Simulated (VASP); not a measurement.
The system is Be3Te4.

```
CELL_PARAMETERS angstrom
3.95000 0.00000 0.00000
0.00000 3.95000 0.00000
0.00000 0.00000 10.00000
ATOMIC_POSITIONS crystal
Be 0.50000 0.50000 0.28000
Be 0.50000 0.50000 0.72000
Be 0.00000 0.00000 0.00000
Te 0.50000 0.00000 0.42000
Te 0.00000 0.50000 0.58000
Te 0.50000 0.00000 0.86000
Te 0.00000 0.50000 0.14000
```

- Program: VASP 6.6.1
- Task: relaxation of cell and atoms
- Functional: PBE
- Potentials or basis: VASP PAW PBE potentials, release 64 (Be, Te)
- Cutoff: 600 eV
- k mesh: 4 × 4 × 2
- Occupations: gaussian, width 0.2 eV
- Spin: no spin polarisation

At the start: pressure 4.3 GPa; volume 22.29 Å³/atom.

Question: How do energy, volume and symmetry change on relaxing?

Answer: Over 19 steps the energy falls by 66.8 meV/atom and the volume is 25.10 Å³/atom (+12.6 %); space group P-4m2 (No. 115, to 0.1 Å) before and after.

Step by step:
```csv
step,energy change (eV),largest force (eV/Å),pressure (GPa),volume (Å³)
1,0.0000,0.2984,4.35,156.03
2,-0.1540,0.2563,-0.73,170.09
3,-0.1581,0.2472,-0.10,167.98
4,-0.1684,0.2432,-0.09,167.97
5,-0.1985,0.2719,-0.03,167.95
6,-0.2681,0.4088,0.11,167.88
7,-0.3929,0.3409,0.73,167.66
8,-0.2170,0.8927,3.55,166.94
9,-0.3978,0.5054,1.25,167.53
10,-0.4031,0.5026,1.19,167.89
11,-0.4158,0.4919,1.04,168.98
12,-0.4293,0.4596,0.79,171.14
13,-0.4275,0.3430,0.54,175.44
14,-0.4306,0.3946,0.61,173.80
15,-0.4393,0.3516,0.40,174.30
16,-0.4561,0.2252,-0.21,175.79
17,-0.4497,0.0717,-1.32,178.81
18,-0.4598,0.1318,-0.65,176.94
19,-0.4675,0.0463,-0.40,175.73
```

Final structure:
```cif
data_structure
_symmetry_space_group_name_H-M 'P 1'
_symmetry_Int_Tables_number 1
_cell_length_a 3.9585
_cell_length_b 3.9585
_cell_length_c 11.2142
_cell_angle_alpha 90.000
_cell_angle_beta 90.000
_cell_angle_gamma 90.000
_cell_volume 175.73
loop_
_atom_site_label
_atom_site_type_symbol
_atom_site_fract_x
_atom_site_fract_y
_atom_site_fract_z
_atom_site_occupancy
Be1 Be 0.50000 0.50000 0.25496 1
Be2 Be 0.50000 0.50000 0.74504 1
Be3 Be 0.00000 0.00000 0.00000 1
Te1 Te 0.50000 0.00000 0.37819 1
Te2 Te 0.00000 0.50000 0.62181 1
Te3 Te 0.50000 0.00000 0.87487 1
Te4 Te 0.00000 0.50000 0.12513 1
```

Caveat: the k points lie up to 0.40 Å⁻¹ apart in the final cell, too coarse for converged energies and pressures of a metal; the relaxation stopped at a loose force limit of 0.08 eV/Å, so its end isn't a converged minimum.
